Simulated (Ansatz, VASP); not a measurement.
Two plane-wave programs on HfN

The input INCAR:

```
SYSTEM = HfN
PREC     = Accurate       ! precision mode
ENCUT    = 520            ! plane-wave cutoff, eV
EDIFF    = 1E-6           ! SCF threshold, eV
ISMEAR   = 0              ! smearing method
SIGMA    = 0.05           ! smearing width, eV
LREAL    = .False.        ! projectors in reciprocal space
LASPH    = .True.         ! aspherical terms in the spheres
NELM     = 60             ! most SCF steps
ALGO     = Normal         ! electronic algorithm
ISIF     = 2              ! what is computed and relaxed
LWAVE    = .False.        ! write WAVECAR
LCHARG   = .True.         ! write CHGCAR
GGA      = PS             ! functional
LELF     = .True.         ! ELF
LVHAR    = .True.       
NBANDS   = 23             ! bands
```

Contents of KPOINTS:

```
Automatic mesh
0
Gamma
  10 10 10
  0 0 0
```

The input POSCAR:

```
HfN
1.0
    1.5768155150     -5.4005224154      0.0000000000
    1.5768155150      5.4005224154      0.0000000000
    0.0000000000      0.0000000000      3.0787759002
Hf N
2 2
Direct
    0.8709973196      0.1607121604      0.2500000000
    0.1448574204      0.8551425796      0.7500000000
    0.6500840151      0.3499159849      0.2500000000
    0.3499159849      0.6500840151      0.7500000000
```

Input for Ansatz:

```yaml
crystal:
  lattice:
    - [1.576815515, -5.4005224154, 0.0]
    - [1.576815515, 5.4005224154, 0.0]
    - [0.0, 0.0, 3.0787759002]
  atoms:
    - { symbol: Hf, position: [0.8709973196, 0.1607121604, 0.25] }
    - { symbol: Hf, position: [0.1448574204, 0.8551425796, 0.75] }
    - { symbol: "N", position: [0.6500840151, 0.3499159849, 0.25] }
    - { symbol: "N", position: [0.3499159849, 0.6500840151, 0.75] }
basis:
  ecutwfc: 420
  ecutrho_ratio: 4
kpoints:
  mp_grid: { grid: [10, 10, 10] }
hamiltonian:
  xc: pbesol
scf:
  occupations: { method: gaussian, width: 0.05 }
output:
  forces: true
  stress: true
  eigenvalues: true
```

Alike in both runs: task single point; functional PBEsol; k mesh 10 × 10 × 10; occupations gaussian, width 0.05 eV; no spin polarisation.

|  | VASP | Ansatz |
| --- | --- | --- |
| version | VASP 6.6.1 | Ansatz 0.2.0 |
| potentials or method | VASP PAW PBE potentials, release 64 (Hf_pv, N), cutoff 520 eV | scalar-relativistic, plane waves, PAW |
| valence electrons in the cell | 30 | 62 |

```tsv
	VASP	Ansatz	Ansatz less VASP
pressure (GPa)	-1.3	0.2	+1.53
traceless stress, the component that is largest in VASP (GPa)	1.42	1.41	-0.012
rms of the force components (eV/Å)	0.256	0.255	-0.0012
```

VASP's potentials were made for PBE, not for PBEsol. Atom by atom the forces differ by 0.038 eV/Å (rms over components). VASP's potentials hold 30 valence electrons a cell and Ansatz's 62, so a difference there can come from the potentials and not from the codes.

Spin-orbit coupling is off throughout.
